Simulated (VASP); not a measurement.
Wanted: the native input for a VASP 6.6.1 run.

```yaml
Task: single point
Functional: PBEsol
Potentials_or_basis: VASP PAW PBE potentials, release 64 (Zn, Cu)
Cutoff: 520 eV
k_mesh: 18 × 18 × 18
Occupations: gaussian, width 0.15 eV
Spin: no spin polarisation
Dipole_correction: no
Further_INCAR_settings: ALGO = Fast; EDIFF = 1e-06; NBANDS = 18
```

The structure of ZnCu lies in POSCAR:

```
ZnCu
1.0
    3.0433329026      0.5757656843      0.5757656843
    0.5757656843      3.0433329026      0.5757656843
    0.5757656843      0.5757656843      3.0433329026
Zn Cu
1 1
Direct
    0.5000000000      0.5000000000      0.5000000000
    0.0000000000      0.0000000000      0.0000000000
```

This cell differs from its parent crystal: ratio of the length along [111] to the lengths across it x 1.7, volume and fractional coordinates fixed.

These files were run (other wordings do the same):

INCAR

```
ALGO = Fast
EDIFF = 1E-6
ENCUT = 520
GGA = PS
ISIF = 2
ISMEAR = 0
LASPH = T
LCHARG = T
LELF = T
LREAL = F
LVHAR = T
LWAVE = F
NBANDS = 18
NELM = 60
PREC = Accurate
SIGMA = 0.15
```

KPOINTS

```
k-points
0
Gamma
  18 18 18
```

Potentials or basis: VASP PAW PBE potentials, release 64 (Zn, Cu).

Run with:

```sh
$ cat potpaw_PBE.64/Zn/POTCAR potpaw_PBE.64/Cu/POTCAR > POTCAR
$ mpirun -np 1 vasp_std > vasp.out
```

Results of the run:

```json
{
 "Pressure": "14.0 GPa",
 "Band gap on the k mesh": "zero (an odd number of electrons rules out a gap without spin polarisation)"
}
```

Caveat: the cell stands under pressure; the PAW data sets were made with another functional, which shifts forces and pressure a little.

It took 2.8 min on 1 thread of Intel(R) Xeon(R) Platinum 8488C (Sapphire Rapids), on a shared host, peak memory 0.38 GiB.
